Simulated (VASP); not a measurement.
# BaSr (Cmmm) in VASP: single point with LDA

Aim: the single point of BaSr with LDA.

Program: VASP 6.6.1. These are calculated values, not measurements. Logs are shortened: lines on timing, memory, paths and dates and some standing lists are left out, and cuts for length are marked.

## Step 1: The cell of the first run

Symmetry: Cmmm, No. 65, orthorhombic system. Conventional cell: a = 4.664 Å, b = 6.599 Å, c = 6.595 Å, α = 90.00°, β = 90.00°, γ = 90.00°. Ba (site symmetry mmm) has 8 Sr at 4.04 to 4.66 Å and 6 Ba at 4.04 to 4.66 Å within 5.3 Å. Sr (site symmetry mmm) has 8 Ba at 4.04 to 4.66 Å and 6 Sr at 4.04 to 4.66 Å within 5.3 Å.

## Step 2: Single point, LDA

Contents of INCAR:

```
SYSTEM = BaSr
PREC = Accurate
ENCUT = 520
EDIFF = 1E-6
ISMEAR = 0
SIGMA = 0.1
LREAL = .FALSE.
LASPH = .TRUE.
NELM = 100
ALGO = Fast
ISIF = 2
LWAVE = .FALSE.
LCHARG = .FALSE.
GGA = CA
NBANDS = 17
```

Contents of KPOINTS:

```
Automatic mesh
0
G
  12 12 6
  0 0 0
```

Contents of POSCAR:

```
BaSr
1.0
    2.3320874159     -3.2992998470      0.0000000000
    2.3320874159      3.2992998470      0.0000000000
    0.0000000000      0.0000000000      6.5947450301
Ba Sr
1 1
Direct
    0.0000000000      0.0000000000      0.0000000000
    0.5000000000      0.5000000000      0.5000000000
```

Potentials or basis: VASP PAW LDA potentials, release 64 (Ba_sv, Sr_sv).

On the command line:

```sh
> cat potpaw_LDA.64/Ba_sv/POTCAR potpaw_LDA.64/Sr_sv/POTCAR > POTCAR
> mpirun -np 1 vasp_std > vasp.out
```

OUTCAR:

```text
SYSTEM = BaSr
   PREC = Accurate
   ENCUT = 520
   EDIFF = 1E-6
   ISMEAR = 0
   LREAL = .FALSE.
   LASPH = .TRUE.
   NELM = 100
   ISIF = 2
   GGA = CA

 ion  position               nearest neighbor table
   1  0.000  0.000  0.000-   2 4.04   2 4.04   2 4.04   2 4.04   2 4.66   2 4.66   2 4.66   2 4.66

   2  0.500  0.500  0.500-   1 4.04   1 4.04   1 4.04   1 4.04   1 4.66   1 4.66   1 4.66   1 4.66

  LATTYP: Found a base centered orthorhombic cell.
 ALAT       =     4.6641748318
 B/A-ratio  =     1.4147410704
 C/A-ratio  =     1.4139146297

  Lattice vectors:

 A1 = (   2.3320874159,  -3.2992998470,   0.0000000000)
 A2 = (   2.3320874159,   3.2992998470,   0.0000000000)
 A3 = (   0.0000000000,   0.0000000000,   6.5947450301)

Analysis of symmetry for initial positions (statically):
=====================================================================
 Subroutine PRICEL returns:
 Original cell was already a primitive cell.

 Routine SETGRP: Setting up the symmetry group for a
 base centered orthorhombic supercell.

 Subroutine GETGRP returns: Found  8 space group operations
 (whereof  8 operations were pure point group operations)
 out of a pool of  8 trial point group operations.

The static configuration has the point symmetry D_2h.

Analysis of symmetry for dynamics (positions and initial velocities):
=====================================================================
 Subroutine PRICEL returns:
 Original cell was already a primitive cell.

 Routine SETGRP: Setting up the symmetry group for a
 base centered orthorhombic supercell.

 Subroutine GETGRP returns: Found  8 space group operations
 (whereof  8 operations were pure point group operations)
 out of a pool of  8 trial point group operations.

The dynamic configuration has the point symmetry D_2h.

 Subroutine INISYM returns: Found  8 space group operations
 (whereof  8 operations are pure point group operations),
 and found     1 'primitive' translations

----------------------------------------------------------------------------------------

                                     Primitive cell

  volume of cell :     101.4833

  direct lattice vectors                    reciprocal lattice vectors
     2.332087416 -3.299299847  0.000000000     0.214400196 -0.151547305  0.000000000
     2.332087416  3.299299847  0.000000000     0.214400196  0.151547305  0.000000000
     0.000000000  0.000000000  6.594745030     0.000000000  0.000000000  0.151635885

  length of vectors
     4.040298404  4.040298404  6.594745030     0.262552909  0.262552909  0.151635885

  position of ions in fractional coordinates (direct lattice)
     0.000000000  0.000000000  0.000000000
     0.500000000  0.500000000  0.500000000

  ion indices of the primitive-cell ions
   primitive index   ion index
                 1           1
                 2           2

----------------------------------------------------------------------------------------

 KPOINTS: Automatic mesh

Automatic generation of k-mesh.
 Grid dimensions read from file:
 generate k-points for:   12   12    6

 Generating k-lattice:

  Cartesian coordinates                     Fractional coordinates (reciprocal lattice)
     0.017866683 -0.012628942  0.000000000     0.083333333  0.000000000  0.000000000
     0.017866683  0.012628942  0.000000000     0.000000000  0.083333333  0.000000000
     0.000000000  0.000000000  0.025272648     0.000000000  0.000000000  0.166666667

  Length of vectors
     0.021879409  0.021879409  0.025272648

  Shift w.r.t. Gamma in fractional coordinates (k-lattice)
     0.000000000  0.000000000  0.000000000

 Subroutine IBZKPT returns following result:
 ===========================================

 Found    172 irreducible k-points:

 Following reciprocal coordinates:
            Coordinates               Weight
  0.000000  0.000000  0.000000      1.000000
  0.083333  0.000000  0.000000      4.000000
  0.166667  0.000000  0.000000      4.000000
  0.250000  0.000000  0.000000      4.000000
  0.333333  0.000000  0.000000      4.000000
  0.416667  0.000000  0.000000      4.000000
[... 16 lines left out ...]
  0.500000  0.166667  0.000000      4.000000
 -0.416667  0.166667  0.000000      4.000000
 [... further k-points ...]
   k-points           NKPTS =    172   k-points in BZ     NKDIM =    172   number of bands    NBANDS=     17
   number of dos      NEDOS =    301   number of ions     NIONS =      2
   total plane-waves  NPLWV =  45000
   dimension x,y,z NGX =    30 NGY =   30 NGZ =   50
   dimension x,y,z NGXF=    60 NGYF=   60 NGZF=  100
   ions per type =               1   1
   NGX,Y,Z   is equivalent  to a cutoff of  12.34, 12.34, 12.60 a.u.
   NGXF,Y,Z  is equivalent  to a cutoff of  24.69, 24.69, 25.21 a.u.
 SYSTEM =  BaSr
   PREC   = accura    normal or accurate (medium, high low for compatibility)
   ISTART =      0    job   : 0-new  1-cont  2-samecut
   ICHARG =      2    charge: 1-file 2-atom 10-const
   ISPIN  =      1    spin polarized calculation?
   LNONCOLLINEAR =      F non collinear calculations
   LSORBIT =      F    spin-orbit coupling
   LASPH  =      T    aspherical Exc in radial PAW
   ENCUT  =  520.0 eV  38.22 Ry    6.18 a.u.   7.51  7.51 12.26*2*pi/ulx,y,z
   NELM   =    100;   NELMIN=  2; NELMDL= -5     # of ELM steps
   EDIFF  = 0.1E-05   stopping-criterion for ELM
   LREAL  =      F    real-space projection
   EDIFFG = 0.1E-04   stopping-criterion for IOM
   NSW    =      0    number of steps for IOM
   IBRION =     -1    ionic relax: 0-MD 1-quasi-New 2-CG
   NFREE  =      0    steps in history (QN), initial steepest desc. (CG)
   ISIF   =      2    stress and relaxation
   ISYM   =      2    0-nonsym 1-usesym 2-fastsym
   POTIM  = 0.5000    time-step for ionic-motion
   TEBEG  =    0.0;   TEEND  =   0.0 temperature during run
   PSTRESS=    0.0 pullay stress
   NELECT =      20.0000    total number of electrons
   NUPDOWN=      -1.0000    fix difference up-down
   EMIN   =  10.00;   EMAX   =-10.00  energy-range for DOS
   EFERMI =   0.00;   METHOD = LEGACY
   ISMEAR =     0;   SIGMA  =   0.10  broadening in eV -4-tet -1-fermi 0-gaus
   EFERMI_NEDOS =   21; number of points for ismear=-14 and -15
   IALGO  =     68    algorithm
   IMIX   =      4    mixing-type and parameters
     AMIX     =   0.40;   BMIX     =  1.00
     AMIX_MAG =   1.60;   BMIX_MAG =  1.00
  volume/ion in A,a.u.               =      50.74       342.42
  Fermi-wavevector in a.u.,A,eV,Ry     =   0.952694  1.800330 12.348992  0.907625
  Thomas-Fermi vector in A             =   2.081280
   LORBIT       =      0    0 simple, 1 ext, 2 COOP (PROOUT), +10 PAW based schemes
   GGA     = CA    functional components
   LHFCALC =     F    Hartree Fock is set to
   AEXX    =    0.0000 exact exchange contribution
   IVDW    =     0    specifies the selected vdW correction
   LEPSILON=     F    determine dielectric tensor
   LRPA    =     F    only Hartree local field effects (RPA)
 non-spin polarized calculation
 RMM-DIIS sequential band-by-band and
 Gauss-broadening in eV      SIGMA  =   0.10
  energy-cutoff  :      520.00
  volume of cell :      101.48
 maximum number of plane-waves:      2765
   NGX = 15   NGY = 15   NGZ = 25

 number of electron      19.9999999 magnetization

 Free energy of the ion-electron system (eV)
  ---------------------------------------------------
  ext. energy  EPLUGINS =         0.00000000
  ---------------------------------------------------
  free energy    TOTEN  =        -4.15909755 eV

  energy without entropy =       -4.14860838  energy(sigma->0) =       -4.15385296

 E-fermi :   1.9174     XC(G=0):  -8.0849

 val. band max:        1.9127184098   @ k =   0.3333   0.2500   0.3333
 cond. band min:       1.9249067344   @ k =  -0.3333   0.2500   0.0000
 fundamental gap:      0.0121883247
 Fermi energy:         1.9174123297

 k-point     1 :       0.0000    0.0000    0.0000
  band No.  band energies     occupation
      1     -34.2430      2.00000
      2     -26.5849      2.00000
      3     -16.3792      2.00000
      4     -16.2733      2.00000
      5     -16.2090      2.00000
      6     -11.8471      2.00000
[... 9 lines left out ...]
     16       5.6721      0.00000
     17       5.7543      0.00000

 k-point     2 :       0.0833    0.0000    0.0000
  band No.  band energies     occupation
      1     -34.2423      2.00000
      2     -26.5813      2.00000
      3     -16.3771      2.00000
      4     -16.2803      2.00000
      5     -16.2161      2.00000
      6     -11.8425      2.00000
[... 9 lines left out ...]
     16       5.5856      0.00000
     17       5.6138      0.00000

 k-point     3 :       0.1667    0.0000    0.0000
  band No.  band energies     occupation
      1     -34.2401      2.00000
      2     -26.5713      2.00000
      3     -16.3712      2.00000
      4     -16.3055      2.00000
      5     -16.2289      2.00000
      6     -11.8296      2.00000
[... 9 lines left out ...]
     16       5.3047      0.00000
     17       5.5148      0.00000

 k-point     4 :       0.2500    0.0000    0.0000
  band No.  band energies     occupation
      1     -34.2372      2.00000
      2     -26.5576      2.00000
      3     -16.3633      2.00000
      4     -16.3483      2.00000
      5     -16.2373      2.00000
      6     -11.8415      2.00000
[... 9 lines left out ...]
     16       5.1682      0.00000
     17       5.8053      0.00000

 k-point     5 :       0.3333    0.0000    0.0000
  band No.  band energies     occupation
      1     -34.2343      2.00000
      2     -26.5438      2.00000
      3     -16.3943      2.00000
      4     -16.3553      2.00000
      5     -16.2418      2.00000
      6     -12.0011      2.00000
[... 9 lines left out ...]
     16       6.0338      0.00000
     17       6.0556      0.00000

 k-point     6 :       0.4167    0.0000    0.0000
  band No.  band energies     occupation
      1     -34.2322      2.00000
      2     -26.5336      2.00000
      3     -16.4286      2.00000
      4     -16.3494      2.00000
      5     -16.2440      2.00000
      6     -12.1146      2.00000
[... 9 lines left out ...]
     16       5.7937      0.00000
     17       6.1183      0.00000

 k-point     7 :       0.5000    0.0000    0.0000
  band No.  band energies     occupation
      1     -34.2314      2.00000
      2     -26.5299      2.00000
      3     -16.4412      2.00000
      4     -16.3473      2.00000
      5     -16.2448      2.00000
      6     -12.1554      2.00000
[... 9 lines left out ...]
     16       5.5846      0.00000
     17       6.2828      0.00000

 k-point     8 :       0.0833    0.0833    0.0000
  band No.  band energies     occupation
      1     -34.2413      2.00000
      2     -26.5767      2.00000
      3     -16.3739      2.00000
      4     -16.2911      2.00000
      5     -16.2239      2.00000
      6     -11.8375      2.00000
[... 9 lines left out ...]
     16       5.1192      0.00000
     17       5.8852      0.00000
[... 203 lines left out ...]
      1     -34.2369      2.00000
      2     -26.5555      2.00000
      3     -16.3610      2.00000
      4     -16.3310      2.00000
      5     -16.2650      2.00000
      6     -11.8113      2.00000
[... 9 lines left out ...]
     16       4.7304      0.00000
     17       6.4039      0.00000

 k-point    20 :       0.2500    0.1667    0.0000
  band No.  band energies     occupation
      1     -34.2341      2.00000
      2     -26.5423      2.00000
      3     -16.3597      2.00000
      4     -16.3537      2.00000
      5     -16.2848      2.00000
      6     -11.8776      2.00000
[... 9 lines left out ...]
     16       5.1687      0.00000
     17       6.4077      0.00000

 k-point    21 :       0.3333    0.1667    0.0000
  band No.  band energies     occupation
      1     -34.2314      2.00000
      2     -26.5300      2.00000
      3     -16.3964      2.00000
      4     -16.3474      2.00000
      5     -16.2913      2.00000
      6     -12.0079      2.00000
[... 9 lines left out ...]
     16       5.7634      0.00000
     17       6.0752      0.00000

 k-point    22 :       0.4167    0.1667    0.0000
  band No.  band energies     occupation
      1     -34.2297      2.00000
      2     -26.5218      2.00000
      3     -16.4239      2.00000
      4     -16.3439      2.00000
      5     -16.2906      2.00000
      6     -12.0984      2.00000
[... 9 lines left out ...]
     16       5.7090      0.00000
     17       6.3372      0.00000

 k-point    23 :       0.5000    0.1667    0.0000
  band No.  band energies     occupation
      1     -34.2293      2.00000
      2     -26.5202      2.00000
      3     -16.4309      2.00000
      4     -16.3441      2.00000
      5     -16.2872      2.00000
      6     -12.1201      2.00000
[... 9 lines left out ...]
     16       5.7670      0.00000
     17       6.1643      0.00000

 k-point    24 :      -0.4167    0.1667    0.0000
  band No.  band energies     occupation
      1     -34.2303      2.00000
      2     -26.5254      2.00000
      3     -16.4142      2.00000
      4     -16.3479      2.00000
      5     -16.2834      2.00000
      6     -12.0658      2.00000
[... 9 lines left out ...]
     16       5.8296      0.00000
     17       6.0093      0.00000

 [... further k-points ...]

------------------------ aborting loop because EDIFF is reached ----------------------------------------

  FORCE on cell =-STRESS in cart. coord.  units (eV):
  Direction    XX          YY          ZZ          XY          YZ          ZX
  --------------------------------------------------------------------------------------
  -------------------------------------------------------------------------------------
  Total        0.0287085      0.0319129      0.0206020      0.0000000      0.0000000      0.0000000
  in kB        0.4532377      0.5038276      0.3252558      0.0000000      0.0000000      0.0000000
  external PRESSURE =       0.4274404 kB  Pullay stress =       0.0000000 kB

 VOLUME and BASIS-vectors are now :
 -----------------------------------------------------------------------------
  energy-cutoff  :      520.00
  volume of cell :      101.48
      direct lattice vectors                 reciprocal lattice vectors
     2.332087416 -3.299299847  0.000000000     0.214400196 -0.151547305  0.000000000
     2.332087416  3.299299847  0.000000000     0.214400196  0.151547305  0.000000000
     0.000000000  0.000000000  6.594745030     0.000000000  0.000000000  0.151635885

 POSITION                                       TOTAL-FORCE (eV/Angst)
 -----------------------------------------------------------------------------------
      0.00000      0.00000      0.00000         0.000000     -0.000000      0.000000
      2.33209      0.00000      3.29737         0.000000      0.000000      0.000000
 -----------------------------------------------------------------------------------
    total drift:                               -0.000000      0.000000      0.000000

  FREE ENERGIE OF THE ION-ELECTRON SYSTEM (eV)
  ---------------------------------------------------
  free  energy   TOTEN  =        -4.1590975454 eV

  energy  without entropy=       -4.1486083827  energy(sigma->0) =       -4.15385296
```

Wall time 3.4 min (1 thread of AMD EPYC 9R45 (Zen 5), shared host); peak memory 0.39 GiB.

What came out:

```
Free energy            : -4.1591 eV
Pressure               : 0.0 GPa
Band gap on the k mesh : zero (bands 10 and 11 overlap by 0.96 eV)
```

Levels at points of the mesh, in eV from the Fermi level:
| k point | band 8 | band 9 | band 10 | band 11 | band 12 | band 13 |
| --- | --- | --- | --- | --- | --- | --- |
| (0.00, 0.00, 0.00) | -13.34 | -3.32 | -1.00 | 0.83 | 1.26 | 2.22 |
| (0.50, 0.00, 0.00) | -13.43 | -0.72 | -0.51 | 0.15 | 0.59 | 1.02 |
| (0.50, 0.50, 0.00) | -13.62 | -1.11 | -0.55 | -0.49 | 0.89 | 1.11 |
| (0.00, 0.00, 0.50) | -13.34 | -2.31 | -1.93 | 1.08 | 1.16 | 1.68 |
| (0.50, 0.00, 0.50) | -13.42 | -1.31 | -0.80 | 0.75 | 0.84 | 1.06 |
| (0.50, 0.50, 0.50) | -13.64 | -0.54 | -0.27 | 0.07 | 0.68 | 1.83 |

Caveat: spin-orbit coupling is left out, which moves the levels of the heavy elements.
